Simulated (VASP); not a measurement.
Here is a VASP 6.6.1 calculation.

Contents of INCAR:

```
SYSTEM = LiF
PREC = Accurate
ENCUT = 520
EDIFF = 1E-6
ISMEAR = 0
SIGMA = 0.05
LREAL = .False.
LASPH = .True.
NELM = 60
ALGO = Normal
ISIF = 2
LWAVE = .False.
LCHARG = .False.
GGA = PE
NBANDS = 18
```

KPOINTS

```
regular mesh
0
Gamma
  9 9 6
  0 0 0
```

Contents of POSCAR:

```
LiF
1.0
    3.0946825828      0.0000000000      0.0000000000
   -1.5473412914      2.6800737333      0.0000000000
    0.0000000000      0.0000000000      5.0013165220
Li F
2 2
Direct
    0.3333333333      0.6666666667      0.3810713234
    0.6666666667      0.3333333333      0.8810713234
    0.3333333333      0.6666666667      0.9939266766
    0.6666666667      0.3333333333      0.4939266766
```

Potentials or basis: VASP PAW PBE potentials, release 64 (Li_sv, F).

The run is started by

```console
$ cat potpaw_PBE.64/Li_sv/POTCAR potpaw_PBE.64/F/POTCAR > POTCAR
$ mpirun -np 1 vasp_std > vasp.out
```

Q: Predict the band gap on the k mesh.

A: 7.61 eV, direct.

Q: What does it give for the largest force?

A: 0.089 eV/Å.

Forces in eV/Å, atoms in the order of the input:
```
Li   0.000  0.000 -0.089
Li   0.000  0.000 -0.089
F    0.000  0.000  0.089
F    0.000  0.000  0.089
```

 A k mesh can miss the band edges.
